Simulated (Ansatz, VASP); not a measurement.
# B in VASP and in Ansatz

```
CELL_PARAMETERS angstrom
1.05246 -2.77647 0.00000
1.05246 2.77647 0.00000
0.00000 0.00000 6.97277
ATOMIC_POSITIONS crystal
B 0.00000 0.50000 0.35486
B 0.50000 0.00000 0.64514
B 0.50000 0.00000 0.14514
B 0.00000 0.50000 0.85486
B 0.00000 0.00000 0.50000
B 0.50000 0.50000 0.00000
```

Alike in both runs: functional PBE; k mesh 18 × 18 × 6; occupations gaussian, width 0.1 eV; no spin polarisation.

Ansatz relaxed the structure, and its values are those at the end. VASP's run is a single point on that final structure, the one shown.

```csv
,VASP,Ansatz
version,VASP 6.6.1,Ansatz 0.2.0
potentials or method,"VASP PAW PBE potentials, release 64 (B), cutoff 520 eV","scalar-relativistic, plane waves, PAW"
valence electrons in the cell,18,18
```

|  | VASP | Ansatz | Ansatz less VASP |
| --- | --- | --- | --- |
| gap on the k mesh at the Fermi level (eV) | none | none | - |
| pressure (GPa) | 0.0 | 0.0 | +0.02 |

A gap of «none» marks a metal or a gap that the smearing closes.
